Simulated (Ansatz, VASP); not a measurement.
## Two plane-wave programs on AgIr2

```
Ag Ir
1.0
     4.50596    0.00000    0.00000
    -2.25298    3.90227    0.00000
     0.00000    0.00000    2.67622
Ag Ir
1 2
Cartesian
  0.0000 0.0000 0.0000
  0.0000 2.6015 1.3381
  2.2530 1.3008 1.3381
```

Alike in both runs: task relaxation of cell and atoms; functional PBE; k mesh 6 × 6 × 6; occupations gaussian, width 0.1 eV; no spin polarisation.

```csv
,VASP,Ansatz
version,VASP 6.6.1,Ansatz 0.2.0
potentials or method,"VASP PAW PBE potentials, release 64 (Ag, Ir), cutoff 600 eV","scalar-relativistic, plane waves, PAW"
valence electrons in the cell,29,53
```

Ansatz gave:

- gap on the k mesh at the Fermi level, each at its own relaxed structure (eV): none
- relaxed volume (Å³/atom): 15.88
- relaxed cell length with the largest relative difference (Å): 2.776

Task: What did VASP give for the same quantities?

Result: gap on the k mesh at the Fermi level, each at its own relaxed structure (eV): none; relaxed volume (Å³/atom): 15.87; relaxed cell length with the largest relative difference (Å): 2.772.

A gap of «none» marks a metal or a gap that the smearing closes. VASP's potentials hold 29 valence electrons a cell and Ansatz's 53, so a difference there can come from the potentials and not from the codes.

The k mesh is coarse, so the values compare programs but aren't converged. Neither program's run includes spin-orbit coupling.
